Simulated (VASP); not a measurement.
# F2 in VASP: a series of runs

F2 is run at these levels: PBEsol; tasks: single point, relaxation of the atoms.

All numbers are computed with VASP 6.6.1; they aren't measurements. Logs are shortened: lines on timing, memory, paths and dates and some standing lists are left out, and cuts for length are marked.

## 1. The cell of the first run

The cell holds a molecule in a box, 2 atoms: a = 9.000 Å, b = 9.500 Å, c = 10.000 Å, α = 90.00°, β = 90.00°, γ = 90.00°.

## 2. Single point, PBEsol

Input file INCAR:

```
PREC = Accurate
ENCUT = 520
EDIFF = 1E-6
ISMEAR = -1
SIGMA = 0.02
LREAL = False
LASPH = True
NELM = 100
ALGO = Normal
ISIF = 2
LWAVE = False
LCHARG = True
GGA = PS
LELF = True
LVHAR = True
NBANDS = 14
```

Input file KPOINTS:

```
Automatic mesh
0
Gamma
  1 1 1
```

Input file POSCAR:

```
F
1.0
    9.0000000000      0.0000000000      0.0000000000
    0.0000000000      9.5000000000      0.0000000000
    0.0000000000      0.0000000000     10.0000000000
F
2
Direct
    0.5000000000      0.5000000000      0.4300954666
    0.5000000000      0.5000000000      0.5699045334
```

Potentials or basis: VASP PAW PBE potentials, release 64 (F).

Started as:

```bash
cat potpaw_PBE.64/F/POTCAR > POTCAR
mpirun -np 1 vasp_gam > vasp.out
```

OUTCAR:

```text
PREC = Accurate
   ENCUT = 520
   EDIFF = 1E-6
   ISMEAR = -1
   LREAL = False
   LASPH = True
   NELM = 100
   ISIF = 2
   GGA = PS

 ion  position               nearest neighbor table
   1  0.500  0.500  0.430-   2 1.40
   2  0.500  0.500  0.570-   1 1.40

  LATTYP: Found a simple orthorhombic cell.
 ALAT       =     9.0000000000
 B/A-ratio  =     1.0555555556
 C/A-ratio  =     1.1111111111

  Lattice vectors:

 A1 = (   9.0000000000,   0.0000000000,   0.0000000000)
 A2 = (   0.0000000000,   9.5000000000,   0.0000000000)
 A3 = (   0.0000000000,   0.0000000000,  10.0000000000)

Analysis of symmetry for initial positions (statically):
=====================================================================
 Subroutine PRICEL returns:
 Original cell was already a primitive cell.

 Routine SETGRP: Setting up the symmetry group for a
 simple orthorhombic supercell.

 Subroutine GETGRP returns: Found  8 space group operations
 (whereof  8 operations were pure point group operations)
 out of a pool of  8 trial point group operations.

The static configuration has the point symmetry D_2h.

Analysis of symmetry for dynamics (positions and initial velocities):
=====================================================================
 Subroutine PRICEL returns:
 Original cell was already a primitive cell.

 Routine SETGRP: Setting up the symmetry group for a
 simple orthorhombic supercell.

 Subroutine GETGRP returns: Found  8 space group operations
 (whereof  8 operations were pure point group operations)
 out of a pool of  8 trial point group operations.

The dynamic configuration has the point symmetry D_2h.

 Subroutine INISYM returns: Found  8 space group operations
 (whereof  8 operations are pure point group operations),
 and found     1 'primitive' translations

----------------------------------------------------------------------------------------

                                     Primitive cell

  volume of cell :     855.0000

  direct lattice vectors                    reciprocal lattice vectors
     9.000000000  0.000000000  0.000000000     0.111111111  0.000000000  0.000000000
     0.000000000  9.500000000  0.000000000     0.000000000  0.105263158  0.000000000
     0.000000000  0.000000000 10.000000000     0.000000000  0.000000000  0.100000000

  length of vectors
     9.000000000  9.500000000 10.000000000     0.111111111  0.105263158  0.100000000

  position of ions in fractional coordinates (direct lattice)
     0.500000000  0.500000000  0.430095467
     0.500000000  0.500000000  0.569904533

  ion indices of the primitive-cell ions
   primitive index   ion index
                 1           1
                 2           2

----------------------------------------------------------------------------------------

 KPOINTS: Automatic mesh

Automatic generation of k-mesh.
 Grid dimensions read from file:
 generate k-points for:    1    1    1

 Generating k-lattice:

  Cartesian coordinates                     Fractional coordinates (reciprocal lattice)
     0.111111111  0.000000000  0.000000000     1.000000000  0.000000000  0.000000000
     0.000000000  0.105263158  0.000000000     0.000000000  1.000000000  0.000000000
     0.000000000  0.000000000  0.100000000     0.000000000  0.000000000  1.000000000

  Length of vectors
     0.111111111  0.105263158  0.100000000

  Shift w.r.t. Gamma in fractional coordinates (k-lattice)
     0.000000000  0.000000000  0.000000000

 Subroutine IBZKPT returns following result:
 ===========================================

 Found      1 irreducible k-points:

 Following reciprocal coordinates:
            Coordinates               Weight
  0.000000  0.000000  0.000000      1.000000
   k-points           NKPTS =      1   k-points in BZ     NKDIM =      1   number of bands    NBANDS=     14
   number of dos      NEDOS =    301   number of ions     NIONS =      2
   total plane-waves  NPLWV = 403200
   dimension x,y,z NGX =    70 NGY =   72 NGZ =   80
   dimension x,y,z NGXF=   140 NGYF=  144 NGZF=  160
   ions per type =               2
   NGX,Y,Z   is equivalent  to a cutoff of  12.93, 12.60, 13.30 a.u.
   NGXF,Y,Z  is equivalent  to a cutoff of  25.86, 25.20, 26.60 a.u.
 SYSTEM =  unknown system
   PREC   = accura    normal or accurate (medium, high low for compatibility)
   ISTART =      0    job   : 0-new  1-cont  2-samecut
   ICHARG =      2    charge: 1-file 2-atom 10-const
   ISPIN  =      1    spin polarized calculation?
   LNONCOLLINEAR =      F non collinear calculations
   LSORBIT =      F    spin-orbit coupling
   LASPH  =      T    aspherical Exc in radial PAW
   ENCUT  =  520.0 eV  38.22 Ry    6.18 a.u.  16.73 17.66 18.59*2*pi/ulx,y,z
   NELM   =    100;   NELMIN=  2; NELMDL= -5     # of ELM steps
   EDIFF  = 0.1E-05   stopping-criterion for ELM
   LREAL  =      F    real-space projection
[... 7 lines left out ...]
   TEBEG  =    0.0;   TEEND  =   0.0 temperature during run
   PSTRESS=    0.0 pullay stress
   NELECT =      14.0000    total number of electrons
   NUPDOWN=      -1.0000    fix difference up-down
   EMIN   =  10.00;   EMAX   =-10.00  energy-range for DOS
   EFERMI =   0.00;   METHOD = LEGACY
   ISMEAR =    -1;   SIGMA  =   0.02  broadening in eV -4-tet -1-fermi 0-gaus
   EFERMI_NEDOS =   21; number of points for ismear=-14 and -15
   IALGO  =     38    algorithm
   IMIX   =      4    mixing-type and parameters
     AMIX     =   0.40;   BMIX     =  1.00
     AMIX_MAG =   1.60;   BMIX_MAG =  1.00
  volume/ion in A,a.u.               =     427.50      2884.91
  Fermi-wavevector in a.u.,A,eV,Ry     =   0.415715  0.785587  2.351342  0.172819
  Thomas-Fermi vector in A             =   1.374838
   LORBIT       =      0    0 simple, 1 ext, 2 COOP (PROOUT), +10 PAW based schemes
   GGA     = PS    functional components
   LHFCALC =     F    Hartree Fock is set to
   AEXX    =    0.0000 exact exchange contribution
   IVDW    =     0    specifies the selected vdW correction
   LEPSILON=     F    determine dielectric tensor
   LRPA    =     F    only Hartree local field effects (RPA)
 non-spin polarized calculation
  energy-cutoff  :      520.00
  volume of cell :      855.00
 maximum number of plane-waves:     11510
 NGX is ok and might be reduce to    70
   NGX = 33   NGY = 35   NGZ = 37

 number of electron      13.9999997 magnetization

 Free energy of the ion-electron system (eV)
  ---------------------------------------------------
  ext. energy  EPLUGINS =         0.00000000
  ---------------------------------------------------
  free energy    TOTEN  =        -3.86419194 eV

  energy without entropy =       -3.86419194  energy(sigma->0) =       -3.86419194

 E-fermi :  -8.6567     XC(G=0):  -0.6017

 val. band max:       -9.1752182283   @ k =   0.0000   0.0000   0.0000
 cond. band min:      -5.5175753722   @ k =   0.0000   0.0000   0.0000
 fundamental gap:      3.6576428561
 Fermi energy:        -8.6567253979

 k-point     1 :       0.0000    0.0000    0.0000
  band No.  band energies     occupation
      1     -34.0167      2.00000
      2     -27.2972      2.00000
      3     -15.3494      2.00000
      4     -12.7326      2.00000
      5     -12.7326      2.00000
      6      -9.1752      2.00000
      7      -9.1752      2.00000
      8      -5.5176      0.00000
      9      -0.2632      0.00000
     10       1.2300      0.00000
     11       1.2856      0.00000
     12       1.3872      0.00000
     13       1.5388      0.00000
     14       1.5565      0.00000

------------------------ aborting loop because EDIFF is reached ----------------------------------------

  FORCE on cell =-STRESS in cart. coord.  units (eV):
  Direction    XX          YY          ZZ          XY          YZ          ZX
  --------------------------------------------------------------------------------------
  -------------------------------------------------------------------------------------
  Total       -0.1222649     -0.1207470      0.5150128     -0.0000000      0.0000000      0.0000000
  in kB       -0.2291112     -0.2262668      0.9650781     -0.0000000      0.0000000      0.0000000
  external PRESSURE =       0.1699000 kB  Pullay stress =       0.0000000 kB

 VOLUME and BASIS-vectors are now :
 -----------------------------------------------------------------------------
  energy-cutoff  :      520.00
  volume of cell :      855.00
      direct lattice vectors                 reciprocal lattice vectors
     9.000000000  0.000000000  0.000000000     0.111111111  0.000000000  0.000000000
     0.000000000  9.500000000  0.000000000     0.000000000  0.105263158  0.000000000
     0.000000000  0.000000000 10.000000000     0.000000000  0.000000000  0.100000000

 POSITION                                       TOTAL-FORCE (eV/Angst)
 -----------------------------------------------------------------------------------
      4.50000      4.75000      4.30095         0.000000      0.000000     -0.439755
      4.50000      4.75000      5.69905         0.000000      0.000000      0.439755
 -----------------------------------------------------------------------------------
    total drift:                                0.000000      0.000000      0.000000

  FREE ENERGIE OF THE ION-ELECTRON SYSTEM (eV)
  ---------------------------------------------------
  free  energy   TOTEN  =        -3.8641919378 eV

  energy  without entropy=       -3.8641919377  energy(sigma->0) =       -3.86419194
```

It took 62 s on 1 thread of AMD EPYC 7R13, shared host; peak memory 0.72 GiB.

Results:

```
Free energy                     : -3.8642 eV
Largest force                   : 0.440 eV/Å
Gap between the frontier levels : 3.66 eV
```

Forces in eV/Å, atoms in the order of the input:
```
F    0.000  0.000 -0.440
F    0.000  0.000  0.440
```

Levels at points of the mesh, in eV from the valence-band top:
```csv
k point,band 4,band 5,band 6,band 7,band 8,band 9,band 10,band 11
"(0.00, 0.00, 0.00)",-3.56,-3.56,0.00,0.00,3.66,8.91,10.41,10.46
```

Caveat: the PAW data sets were made with another functional, which shifts forces and pressure a little.

## 3. Relaxation of the atoms, PBEsol

Input file INCAR:

```
SYSTEM = F
ALGO = Normal
EDIFF = 1E-7
EDIFFG = -0.01
ENCUT = 520
GGA = PS
IBRION = 2
ISIF = 2
ISMEAR = -1
LASPH = .TRUE.
LCHARG = .FALSE.
LREAL = .FALSE.
LWAVE = .FALSE.
NELM = 80
NSW = 60
PREC = Accurate
SIGMA = 0.02
```

Input file KPOINTS:

```
k-points
0
G
  1 1 1
  0 0 0
```

Input file POSCAR:

```
F
1.0
    9.0000000000      0.0000000000      0.0000000000
    0.0000000000      9.5000000000      0.0000000000
    0.0000000000      0.0000000000     10.0000000000
F
2
Direct
    0.5000000000      0.5000000000      0.4290000000
    0.5000000000      0.5000000000      0.5710000000
```

Potentials or basis: VASP PAW PBE potentials, release 64 (F).

Started as:

```bash
cat potpaw_PBE.64/F/POTCAR > POTCAR
mpirun -np 1 vasp_gam > vasp.out
```

It took 2.9 min on 1 thread of AMD EPYC 7R13, shared host; peak memory 0.75 GiB.

It converged, with:

- Free energy: -3.8667 eV
- Energy gained by relaxing: 1.0 meV/atom
- Ionic steps: 3
- Gap between the frontier levels: 3.51 eV

Step by step:
| step | energy change (eV) | largest force (eV/Å) | pressure (GPa) |
| --- | --- | --- | --- |
| 1 | 0.0000 | 0.3810 | -0.05 |
| 2 | 0.0115 | 1.0617 | 0.07 |
| 3 | -0.0020 | 0.0004 | -0.02 |

Final structure:
```yaml
crystal:
  lattice:
    - [9.00000, 0.00000, 0.00000]
    - [0.00000, 9.50000, 0.00000]
    - [0.00000, 0.00000, 10.00000]
  atoms:
    - { symbol: F, position: [0.50000, 0.50000, 0.42953] }
    - { symbol: F, position: [0.50000, 0.50000, 0.57047] }
```

Levels at points of the mesh, in eV from the valence-band top:
```
           k point  band 4  band 5  band 6  band 7  band 8  band 9  band 10  band 11
(0.00, 0.00, 0.00)   -3.45   -3.45    0.00    0.00    3.51    8.96    10.46    10.52
```

Caveat: the PAW data sets were made with another functional, which shifts forces and pressure a little.
